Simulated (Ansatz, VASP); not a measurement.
**One calculation of SrC2N2O2, two programs**

```
Sr C N O
1.0
     5.93100    3.42426    4.23267
    -5.93100    3.42426    4.23267
     0.00000   -6.84853    4.23267
Sr C N O
6 12 12 12
Cartesian
  2.1454 -3.6130 7.8802
  2.0562 3.6645 7.8802
  -4.2017 -0.0515 7.8802
  -1.7293 3.3727 5.7639
  3.7856 -0.1887 5.7639
  -2.0562 -3.1840 5.7639
  0.4520 -1.2484 9.6846
  0.8551 1.0157 9.6846
  -1.3072 0.2327 9.6846
  1.3072 0.2327 3.3356
  -0.4520 -1.2484 3.3356
  -0.8551 1.0157 3.3356
  0.2464 -1.3083 6.3841
  1.0098 0.8675 6.3841
  -1.2562 0.4408 6.3841
  -4.6748 -2.9835 8.5004
  -0.2464 5.5402 8.5004
  4.9212 -2.5567 8.5004
  -0.2493 1.3533 6.4043
  -1.0473 -0.8925 6.4043
  1.2966 -0.4608 6.4043
  4.6344 2.9635 4.2880
  0.2493 -5.4952 4.2880
  -4.8837 2.5318 4.2880
  1.3516 -0.2446 9.6723
  -0.4639 1.2928 9.6723
  -0.8876 -1.0482 9.6723
  0.8876 -1.0482 3.3233
  -1.3516 -0.2446 3.3233
  0.4639 1.2928 3.3233
  0.4498 -2.5840 6.3108
  2.0129 1.6815 6.3108
  -2.4627 0.9025 6.3108
  -3.4683 -2.5218 8.4271
  -0.4498 4.2646 8.4271
  3.9181 -1.7428 8.4271
  -4.2128 -1.4393 5.5127
  3.3529 -2.9288 5.5127
  0.8599 4.3681 5.5127
  -0.8599 -2.4805 3.3963
  -1.7182 1.9850 3.3963
  2.5781 0.4955 3.3963
```

Alike in both runs: functional PBE; k mesh 3 × 3 × 3; occupations fermi-dirac, width 0.02 eV; no spin polarisation.

Ansatz relaxed the structure, and its values are those at the end. VASP's run is a single point on that final structure, the one shown.

|  | VASP | Ansatz |
| --- | --- | --- |
| version | VASP 6.6.1 | Ansatz 0.2.0 |
| potentials or method | VASP PAW PBE potentials, release 64 (Sr_sv, C, N, O) | plane-wave PAW, scalar-relativistic |
| plane-wave cutoff (eV) | 520 | 420 |
| valence electrons in the cell | 240 | 240 |

VASP gave:

| Item | Value |
| --- | --- |
| gap on the k mesh at the Fermi level (eV) | 4.07 |
| pressure (GPa) | 3.1 |
| rms of the force components (eV/Å) | 0.094 |

Question: What did Ansatz give for the same quantities?

Answer: gap on the k mesh at the Fermi level (eV): 4.08; pressure (GPa): 2.4; rms of the force components (eV/Å): 0.005.

The functional is the same, so the differences come from potentials, cutoffs and numerics. Ansatz's warnings: stress scf threshold loose.
